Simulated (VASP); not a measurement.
A run of VASP 6.6.1 is set up as follows.

The input INCAR:

```
SYSTEM = WI6
PREC     = Accurate       ! precision mode
ENCUT    = 520            ! plane-wave cutoff, eV
EDIFF    = 1E-7           ! SCF threshold, eV
ISMEAR   = 0              ! smearing method
SIGMA    = 0.01           ! smearing width, eV
LREAL    = .False.        ! projectors in reciprocal space
LASPH    = .True.         ! aspherical terms in the spheres
NELM     = 80             ! most SCF steps
ALGO     = Normal         ! electronic algorithm
ISIF     = 2              ! what is computed and relaxed
LWAVE    = .False.        ! write WAVECAR
LCHARG   = .False.        ! write CHGCAR
GGA      = PE             ! functional
NBANDS   = 37             ! bands
```

The input KPOINTS:

```
Automatic mesh
0
Gamma
  6 6 6
  0 0 0
```

The input POSCAR:

```
WI6
1.0
    0.0000000000      5.9711653847      5.9711653847
    5.9711653847      0.0000000000      5.9711653847
    5.9711653847      5.9711653847      0.0000000000
W I
1 6
Direct
    0.0000000000      0.0000000000      0.0000000000
    0.7729487589      0.2270512411      0.2270512411
    0.2270512411      0.7729487589      0.7729487589
    0.2270512411      0.7729487589      0.2270512411
    0.7729487589      0.2270512411      0.7729487589
    0.2270512411      0.2270512411      0.7729487589
    0.7729487589      0.7729487589      0.2270512411
```

Potentials or basis: VASP PAW PBE potentials, release 64 (W_sv, I).

Run with:

```console
$ cat potpaw_PBE.64/W_sv/POTCAR potpaw_PBE.64/I/POTCAR > POTCAR
$ mpirun -np 1 vasp_std > vasp.out
```

**Question.** What does it give for the pressure?

**Answer.** -0.1 GPa.

**Question.** Predict the band gap on the k mesh.

**Answer.** 0.34 eV (least direct gap 0.34 eV).

Caveat: spin-orbit coupling is left out, which moves the levels of the heavy elements. A k mesh can miss the band edges.
